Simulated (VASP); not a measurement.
# HgTe in VASP: further runs

Runs on HgTe. Level: PBEsol. Tasks: single point.

All numbers are computed with VASP 6.6.1; they aren't measurements. Logs are shortened: lines on timing, memory, paths and dates and some standing lists are left out, and cuts for length are marked.

## Step 1: The cell of the first run

The cell holds a slab with vacuum, 6 atoms: a = 4.605 Å, b = 4.605 Å, c = 23.459 Å, α = 90.00°, β = 90.00°, γ = 120.00°.

## Step 2: Single point, PBEsol

File INCAR:

```
SYSTEM = HgTe
  PREC = Accurate
  ENCUT = 520
  EDIFF = 1E-7
  ISMEAR = 0
  SIGMA = 0.1
  LREAL = .FALSE.
  LASPH = .TRUE.
  NELM = 60
  ALGO = Normal
  ISIF = 2
  LWAVE = .FALSE.
  LCHARG = .FALSE.
  LDIPOL = .TRUE.
  IDIPOL = 3
  DIPOL = 0.5 0.5 0.500
  GGA = PS
  NBANDS = 36
```

File KPOINTS:

```
regular mesh
0
G
  9 9 1
  0 0 0
```

File POSCAR:

```
HgTe
1.0
    4.6045184592      0.0000000000      0.0000000000
   -2.3022592296      3.9876299579      0.0000000000
    0.0000000000      0.0000000000     23.4590405523
Te Hg
3 3
Direct
    0.0000000000      0.0000000000      0.3197061697
    0.3333333333      0.6666666667      0.4799673522
    0.6666666667      0.3333333333      0.6402285347
    0.3333333333      0.6666666667      0.3597714653
    0.6666666667      0.3333333333      0.5200326478
    0.0000000000      0.0000000000      0.6802938303
```

Potentials or basis: VASP PAW PBE potentials, release 64 (Te, Hg).

Launch:

```bash
cat potpaw_PBE.64/Te/POTCAR potpaw_PBE.64/Hg/POTCAR > POTCAR
mpirun -np 1 vasp_std > vasp.out
```

OUTCAR:

```text
SYSTEM = HgTe
   PREC = Accurate
   ENCUT = 520
   EDIFF = 1E-7
   ISMEAR = 0
   LREAL = .FALSE.
   LASPH = .TRUE.
   NELM = 60
   ISIF = 2
   GGA = PS

 ion  position               nearest neighbor table
   1  0.000  0.000  0.320-   4 2.82   4 2.82   4 2.82
   2  0.333  0.667  0.480-   5 2.82   5 2.82   5 2.82   4 2.82
   3  0.667  0.333  0.640-   6 2.82   6 2.82   6 2.82   5 2.82
   4  0.333  0.667  0.360-   1 2.82   1 2.82   1 2.82   2 2.82
   5  0.667  0.333  0.520-   2 2.82   2 2.82   2 2.82   3 2.82
   6  0.000  0.000  0.680-   3 2.82   3 2.82   3 2.82

  LATTYP: Found a hexagonal cell.
 ALAT       =     4.6045184592
 C/A-ratio  =     5.0947869490

  Lattice vectors:

 A1 = (   4.6045184592,   0.0000000000,   0.0000000000)
 A2 = (  -2.3022592296,   3.9876299579,   0.0000000000)
 A3 = (   0.0000000000,   0.0000000000,  23.4590405523)

Analysis of symmetry for initial positions (statically):
=====================================================================
 Subroutine PRICEL returns:
 Original cell was already a primitive cell.

 Routine SETGRP: Setting up the symmetry group for a
 hexagonal supercell.

 Subroutine GETGRP returns: Found  6 space group operations
 (whereof  6 operations were pure point group operations)
 out of a pool of 24 trial point group operations.

The static configuration has the point symmetry C_3v.

Analysis of symmetry for dynamics (positions and initial velocities):
=====================================================================
 Subroutine PRICEL returns:
 Original cell was already a primitive cell.

 Routine SETGRP: Setting up the symmetry group for a
 hexagonal supercell.

 Subroutine GETGRP returns: Found  6 space group operations
 (whereof  6 operations were pure point group operations)
 out of a pool of 24 trial point group operations.

The dynamic configuration has the point symmetry C_3v.

 Subroutine INISYM returns: Found  6 space group operations
 (whereof  6 operations are pure point group operations),
 and found     1 'primitive' translations

----------------------------------------------------------------------------------------

                                     Primitive cell

  volume of cell :     430.7342

  direct lattice vectors                    reciprocal lattice vectors
     4.604518459  0.000000000  0.000000000     0.217177976  0.125387763  0.000000000
    -2.302259230  3.987629958  0.000000000     0.000000000  0.250775526  0.000000000
     0.000000000  0.000000000 23.459040552     0.000000000  0.000000000  0.042627489

  length of vectors
     4.604518459  4.604518459 23.459040552     0.250775526  0.250775526  0.042627489

  position of ions in fractional coordinates (direct lattice)
     0.000000000  0.000000000  0.319706170
     0.333333333  0.666666667  0.479967352
     0.666666667  0.333333333  0.640228535
     0.333333333  0.666666667  0.359771465
     0.666666667  0.333333333  0.520032648
     0.000000000  0.000000000  0.680293830

  ion indices of the primitive-cell ions
   primitive index   ion index
                 1           1
                 2           2
                 3           3
                 4           4
                 5           5
                 6           6

----------------------------------------------------------------------------------------

 KPOINTS: regular mesh

Automatic generation of k-mesh.
 Grid dimensions read from file:
 generate k-points for:    9    9    1

 Generating k-lattice:

  Cartesian coordinates                     Fractional coordinates (reciprocal lattice)
     0.024130886  0.013931974  0.000000000     0.111111111 -0.000000000  0.000000000
     0.000000000  0.027863947  0.000000000     0.000000000  0.111111111  0.000000000
     0.000000000  0.000000000  0.042627489     0.000000000  0.000000000  1.000000000

  Length of vectors
     0.027863947  0.027863947  0.042627489

  Shift w.r.t. Gamma in fractional coordinates (k-lattice)
     0.000000000  0.000000000  0.000000000

 Subroutine IBZKPT returns following result:
 ===========================================

 Found     12 irreducible k-points:

 Following reciprocal coordinates:
            Coordinates               Weight
  0.000000  0.000000  0.000000      1.000000
  0.111111  0.000000  0.000000      6.000000
  0.222222  0.000000  0.000000      6.000000
  0.333333  0.000000  0.000000      6.000000
  0.444444  0.000000  0.000000      6.000000
  0.111111  0.111111  0.000000      6.000000
  0.222222  0.111111  0.000000     12.000000
  0.333333  0.111111  0.000000     12.000000
  0.444444  0.111111  0.000000      6.000000
  0.222222  0.222222  0.000000      6.000000
  0.333333  0.222222  0.000000     12.000000
  0.333333  0.333333  0.000000      2.000000
   k-points           NKPTS =     12   k-points in BZ     NKDIM =     12   number of bands    NBANDS=     36
   number of dos      NEDOS =    301   number of ions     NIONS =      6
   total plane-waves  NPLWV = 233280
   dimension x,y,z NGX =    36 NGY =   36 NGZ =  180
   dimension x,y,z NGXF=    72 NGYF=   72 NGZF=  360
   ions per type =               3   3
   NGX,Y,Z   is equivalent  to a cutoff of  13.00, 13.00, 12.76 a.u.
   NGXF,Y,Z  is equivalent  to a cutoff of  26.00, 26.00, 25.51 a.u.
 SYSTEM =  HgTe
   PREC   = accura    normal or accurate (medium, high low for compatibility)
   ISTART =      0    job   : 0-new  1-cont  2-samecut
   ICHARG =      2    charge: 1-file 2-atom 10-const
   ISPIN  =      1    spin polarized calculation?
   LNONCOLLINEAR =      F non collinear calculations
   LSORBIT =      F    spin-orbit coupling
   LASPH  =      T    aspherical Exc in radial PAW
   ENCUT  =  520.0 eV  38.22 Ry    6.18 a.u.   8.56  8.56 43.62*2*pi/ulx,y,z
   NELM   =     60;   NELMIN=  2; NELMDL= -5     # of ELM steps
   EDIFF  = 0.1E-06   stopping-criterion for ELM
   LREAL  =      F    real-space projection
   EDIFFG = 0.1E-05   stopping-criterion for IOM
   NSW    =      0    number of steps for IOM
   IBRION =     -1    ionic relax: 0-MD 1-quasi-New 2-CG
   NFREE  =      0    steps in history (QN), initial steepest desc. (CG)
   ISIF   =      2    stress and relaxation
   ISYM   =      2    0-nonsym 1-usesym 2-fastsym
   POTIM  = 0.5000    time-step for ionic-motion
   TEBEG  =    0.0;   TEEND  =   0.0 temperature during run
   PSTRESS=    0.0 pullay stress
   NELECT =      54.0000    total number of electrons
   NUPDOWN=      -1.0000    fix difference up-down
   EMIN   =  10.00;   EMAX   =-10.00  energy-range for DOS
   EFERMI =   0.00;   METHOD = LEGACY
   ISMEAR =     0;   SIGMA  =   0.10  broadening in eV -4-tet -1-fermi 0-gaus
   EFERMI_NEDOS =   21; number of points for ismear=-14 and -15
   IALGO  =     38    algorithm
   IMIX   =      4    mixing-type and parameters
     AMIX     =   0.40;   BMIX     =  1.00
     AMIX_MAG =   1.60;   BMIX_MAG =  1.00
  volume/ion in A,a.u.               =      71.79       484.46
  Fermi-wavevector in a.u.,A,eV,Ry     =   0.819350  1.548348  9.134067  0.671335
  Thomas-Fermi vector in A             =   1.930140
   LORBIT       =      0    0 simple, 1 ext, 2 COOP (PROOUT), +10 PAW based schemes
   GGA     = PS    functional components
   LHFCALC =     F    Hartree Fock is set to
   AEXX    =    0.0000 exact exchange contribution
   IVDW    =     0    specifies the selected vdW correction
   LEPSILON=     F    determine dielectric tensor
   LRPA    =     F    only Hartree local field effects (RPA)
 non-spin polarized calculation
 Gauss-broadening in eV      SIGMA  =   0.10
  energy-cutoff  :      520.00
  volume of cell :      430.73
 maximum number of plane-waves:     11673
 NGX is ok and might be reduce to    36
   NGX = 17   NGY = 17   NGZ = 87

 dipolmoment           0.000000      0.000000      0.130015 electrons x Angstroem

 number of electron      53.9999999 magnetization

 dipolmoment           0.000000      0.000000     -0.209019 electrons x Angstroem

 Free energy of the ion-electron system (eV)
  ---------------------------------------------------
  ext. energy  EPLUGINS =         0.00000000
  ---------------------------------------------------
  free energy    TOTEN  =       -12.02802345 eV

  energy without entropy =      -12.01474822  energy(sigma->0) =      -12.02138584

 E-fermi :  -0.9386     XC(G=0):  -4.7242

 val. band max:       -0.9394993282   @ k =   0.4444   0.0000   0.0000
 cond. band min:      -0.9303584480   @ k =   0.1111   0.0000   0.0000
 fundamental gap:      0.0091408802
 Fermi energy:        -0.9385785609

 k-point     1 :       0.0000    0.0000    0.0000
  band No.  band energies     occupation
      1     -13.3952      2.00000
      2     -12.7832      2.00000
      3     -11.7426      2.00000
      4      -8.8010      2.00000
      5      -8.8010      2.00000
      6      -8.6062      2.00000
[... 28 lines left out ...]
     35       3.5099      0.00000
     36       3.5099      0.00000

 k-point     2 :       0.1111    0.0000    0.0000
  band No.  band energies     occupation
      1     -13.3514      2.00000
      2     -12.7424      2.00000
      3     -11.6990      2.00000
      4      -8.7859      2.00000
      5      -8.7803      2.00000
      6      -8.5929      2.00000
[... 28 lines left out ...]
     35       3.2247      0.00000
     36       3.6221      0.00000

 k-point     3 :       0.2222    0.0000    0.0000
  band No.  band energies     occupation
      1     -13.2368      2.00000
      2     -12.6365      2.00000
      3     -11.5856      2.00000
      4      -8.7342      2.00000
      5      -8.7280      2.00000
      6      -8.5553      2.00000
[... 28 lines left out ...]
     35       3.6556      0.00000
     36       3.7322      0.00000

 k-point     4 :       0.3333    0.0000    0.0000
  band No.  band energies     occupation
      1     -13.0998      2.00000
      2     -12.5115      2.00000
      3     -11.4514      2.00000
      4      -8.6706      2.00000
      5      -8.6625      2.00000
      6      -8.4851      2.00000
[... 28 lines left out ...]
     35       3.9776      0.00000
     36       4.2103      0.00000

 k-point     5 :       0.4444    0.0000    0.0000
  band No.  band energies     occupation
      1     -13.0062      2.00000
      2     -12.4271      2.00000
      3     -11.3608      2.00000
      4      -8.6357      2.00000
      5      -8.6268      2.00000
      6      -8.4154      2.00000
[... 28 lines left out ...]
     35       4.0733      0.00000
     36       4.6368      0.00000

 k-point     6 :       0.1111    0.1111    0.0000
  band No.  band energies     occupation
      1     -13.2720      2.00000
      2     -12.6690      2.00000
      3     -11.6204      2.00000
      4      -8.7524      2.00000
      5      -8.7419      2.00000
      6      -8.5694      2.00000
[... 28 lines left out ...]
     35       3.3599      0.00000
     36       3.7535      0.00000

 k-point     7 :       0.2222    0.1111    0.0000
  band No.  band energies     occupation
      1     -13.1456      2.00000
      2     -12.5531      2.00000
      3     -11.4960      2.00000
      4      -8.6993      2.00000
      5      -8.6643      2.00000
      6      -8.5277      2.00000
[... 28 lines left out ...]
     35       3.7790      0.00000
     36       3.9372      0.00000

 k-point     8 :       0.3333    0.1111    0.0000
  band No.  band energies     occupation
      1     -13.0291      2.00000
      2     -12.4476      2.00000
      3     -11.3828      2.00000
      4      -8.6531      2.00000
      5      -8.6037      2.00000
      6      -8.4497      2.00000
[... 28 lines left out ...]
     35       3.9578      0.00000
     36       4.4089      0.00000

 k-point     9 :       0.4444    0.1111    0.0000
  band No.  band energies     occupation
      1     -12.9816      2.00000
      2     -12.4050      2.00000
      3     -11.3370      2.00000
      4      -8.6330      2.00000
      5      -8.5947      2.00000
      6      -8.4050      2.00000
[... 28 lines left out ...]
     35       4.1830      0.00000
     36       4.4482      0.00000

 k-point    10 :       0.2222    0.2222    0.0000
  band No.  band energies     occupation
      1     -13.0384      2.00000
      2     -12.4559      2.00000
      3     -11.3917      2.00000
      4      -8.6624      2.00000
      5      -8.5591      2.00000
      6      -8.5033      2.00000
[... 28 lines left out ...]
     35       3.8190      0.00000
     36       4.0343      0.00000

 k-point    11 :       0.3333    0.2222    0.0000
  band No.  band energies     occupation
      1     -12.9664      2.00000
      2     -12.3913      2.00000
      3     -11.3222      2.00000
      4      -8.6350      2.00000
      5      -8.5326      2.00000
      6      -8.4242      2.00000
[... 28 lines left out ...]
     35       3.9576      0.00000
     36       4.5981      0.00000

 k-point    12 :       0.3333    0.3333    0.0000
  band No.  band energies     occupation
      1     -12.9416      2.00000
      2     -12.3691      2.00000
      3     -11.2983      2.00000
      4      -8.6276      2.00000
      5      -8.5029      2.00000
      6      -8.3827      2.00000
[... 28 lines left out ...]
     35       4.1305      0.00000
     36       4.6769      0.00000

------------------------ aborting loop because EDIFF is reached ----------------------------------------

 vacuum level on the upper side and lower side of the slab       (xc-potential included)        -1.105         0.900

  FORCE on cell =-STRESS in cart. coord.  units (eV):
  Direction    XX          YY          ZZ          XY          YZ          ZX
  --------------------------------------------------------------------------------------
  -------------------------------------------------------------------------------------
  Total       -1.0793715     -1.0793715      0.8522614      0.0000000      0.0000000     -0.0000000
  in kB       -4.0148769     -4.0148769      3.1701084      0.0000000      0.0000000     -0.0000000
  external PRESSURE =      -1.6198818 kB  Pullay stress =       0.0000000 kB

 VOLUME and BASIS-vectors are now :
 -----------------------------------------------------------------------------
  energy-cutoff  :      520.00
  volume of cell :      430.73
      direct lattice vectors                 reciprocal lattice vectors
     4.604518459  0.000000000  0.000000000     0.217177976  0.125387763  0.000000000
    -2.302259230  3.987629958  0.000000000     0.000000000  0.250775526  0.000000000
     0.000000000  0.000000000 23.459040552     0.000000000  0.000000000  0.042627489

 POSITION                                       TOTAL-FORCE (eV/Angst)
 -----------------------------------------------------------------------------------
      0.00000      0.00000      7.50000         0.000000      0.000000      0.184331
     -0.00000      2.65842     11.25957         0.000000     -0.000000      0.453097
      2.30226      1.32921     15.01915         0.000000     -0.000000      0.803842
     -0.00000      2.65842      8.43989        -0.000000      0.000000     -0.489642
      2.30226      1.32921     12.19947        -0.000000     -0.000000     -0.439972
      0.00000      0.00000     15.95904        -0.000000     -0.000000     -0.511656
 -----------------------------------------------------------------------------------
    total drift:                                0.000000      0.000000      0.000747

  FREE ENERGIE OF THE ION-ELECTRON SYSTEM (eV)
  ---------------------------------------------------
  free  energy   TOTEN  =       -12.0280234459 eV

  energy  without entropy=      -12.0147482250  energy(sigma->0) =      -12.02138584

 vacuum level on the upper side and lower side of the slab         2.479         4.530
```

It took 8.6 min on 1 thread of Intel Xeon 6975P-C, shared host; peak memory 0.6 GiB.

Results:

* Free energy: -12.0280 eV
* Largest force: 0.804 eV/Å
* Band gap on the k mesh: zero (band 27 reaches -0.78 eV, above the bottom of band 28 at -0.94 eV)

Forces in eV/Å, atoms in the order of the input:
```
Te   0.000  0.000  0.184
Te   0.000  0.000  0.453
Te   0.000  0.000  0.804
Hg   0.000  0.000 -0.490
Hg   0.000  0.000 -0.440
Hg   0.000  0.000 -0.512
```

Levels at points of the mesh, in eV from the Fermi level:
| k point | band 23 | band 24 | band 25 | band 26 | band 27 | band 28 | band 29 | band 30 | band 31 | band 32 |
| --- | --- | --- | --- | --- | --- | --- | --- | --- | --- | --- |
| (0.00, 0.00, 0.00) | -1.39 | -0.74 | -0.74 | -0.10 | 0.16 | 0.16 | 0.33 | 0.96 | 1.96 | 3.84 |

Caveat: the PAW data sets were made with another functional, which shifts forces and pressure a little; spin-orbit coupling is left out, which moves the levels of the heavy elements.

## Step 3: Single point, PBEsol

File INCAR:

```
ALGO     = Normal         # electronic algorithm
DIPOL    = 0.5 0.5 0.500
EDIFF    = 1E-6           # SCF threshold, eV
ENCUT    = 520            # plane-wave cutoff, eV
GGA      = PS             # functional
IDIPOL   = 3            
ISIF     = 2              # what is computed and relaxed
ISMEAR   = 0              # smearing method
LASPH    = T              # aspherical terms in the spheres
LCHARG   = F              # write CHGCAR
LDIPOL   = T            
LREAL    = F              # projectors in reciprocal space
LWAVE    = F              # write WAVECAR
NBANDS   = 36             # bands
NELM     = 80             # most SCF steps
PREC     = Accurate       # precision mode
SIGMA    = 0.1            # smearing width, eV
```

File KPOINTS:

```
k-points
0
Gamma
  9 9 1
```

File POSCAR:

```
HgTe
1.0
    4.6045184592      0.0000000000      0.0000000000
   -2.3022592296      3.9876299579      0.0000000000
    0.0000000000      0.0000000000     23.4590405523
Te Hg
3 3
Direct
    0.0000000000      0.0000000000      0.3226202145
    0.3333333333      0.6666666667      0.4851204857
    0.6666666667      0.3333333333      0.6486777604
    0.3333333333      0.6666666667      0.3568407887
    0.6666666667      0.3333333333      0.5185677804
    0.0000000000      0.0000000000      0.6681729703
```

Potentials or basis: VASP PAW PBE potentials, release 64 (Te, Hg).

Launch:

```bash
cat potpaw_PBE.64/Te/POTCAR potpaw_PBE.64/Hg/POTCAR > POTCAR
mpirun -np 1 vasp_std > vasp.out
```

Run time: 5.2 min. Hardware: 1 thread of Intel Xeon 6975P-C, shared host; peak memory 0.59 GiB.

It converged, with:

```yaml
Free_energy: -12.2322 eV
Largest_force: 0.017 eV/Å
Band_gap_on_the_k_mesh: zero (band 27 reaches -0.80 eV, above the bottom of band 28 at -0.97 eV)
```

Forces in eV/Å, atoms in the order of the input:
```
Te   0.000  0.000 -0.017
Te   0.000  0.000 -0.010
Te   0.000  0.000 -0.007
Hg   0.000  0.000  0.007
Hg   0.000  0.000  0.013
Hg   0.000  0.000  0.015
```

Levels at points of the mesh, in eV from the Fermi level:
```csv
k point,band 25,band 26,band 27,band 28,band 29,band 30
"(0.00, 0.00, 0.00)",-0.63,-0.63,0.19,0.19,0.22,0.76
```

Caveat: the PAW data sets were made with another functional, which shifts forces and pressure a little; spin-orbit coupling is left out, which moves the levels of the heavy elements.
